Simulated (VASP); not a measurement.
HfC: single point with PBEsol

The system is HfC.

```
Hf C
1.0
     0.00000    2.28039    2.28039
     2.28039    0.00000    2.28039
     2.28039    2.28039    0.00000
Hf C
1 1
Direct
  0.50000 0.50000 0.50000
  0.00000 0.00000 0.00000
```

| Item | Value |
| --- | --- |
| Program | VASP 6.6.1 |
| Task | single point |
| Functional | PBEsol |
| Potentials or basis | VASP PAW PBE potentials, release 64 (Hf_pv, C) |
| Cutoff | 520 eV |
| k mesh | 16 × 16 × 16 |
| Occupations | gaussian, width 0.1 eV |
| Spin | no spin polarisation |

```yaml
Pressure: 7.8 GPa
Band_gap_on_the_k_mesh: zero (bands 7 and 8 overlap by 1.48 eV)
```

Levels at points of the mesh, in eV from the Fermi level:
| k point | band 3 | band 4 | band 5 | band 6 | band 7 | band 8 | band 9 | band 10 | band 11 | band 12 |
| --- | --- | --- | --- | --- | --- | --- | --- | --- | --- | --- |
| (0.00, 0.00, 0.00) | -29.19 | -12.56 | 1.08 | 1.08 | 1.08 | 1.38 | 1.38 | 1.38 | 3.57 | 3.57 |
| (0.50, 0.00, 0.00) | -29.28 | -8.40 | -6.42 | -3.17 | -3.17 | 5.66 | 5.66 | 6.17 | 6.84 | 12.22 |
| (0.50, 0.50, 0.00) | -29.48 | -10.61 | -2.49 | -2.01 | 0.01 | 0.01 | 5.67 | 7.22 | 7.22 | 9.13 |

It took 34 s on 1 thread of Intel Xeon 8259CL, on a shared host, peak memory 0.18 GiB.

Caveat: the cell stands under pressure; the PAW data sets were made with another functional, which shifts forces and pressure a little; spin-orbit coupling is left out, which moves the levels of the heavy elements.
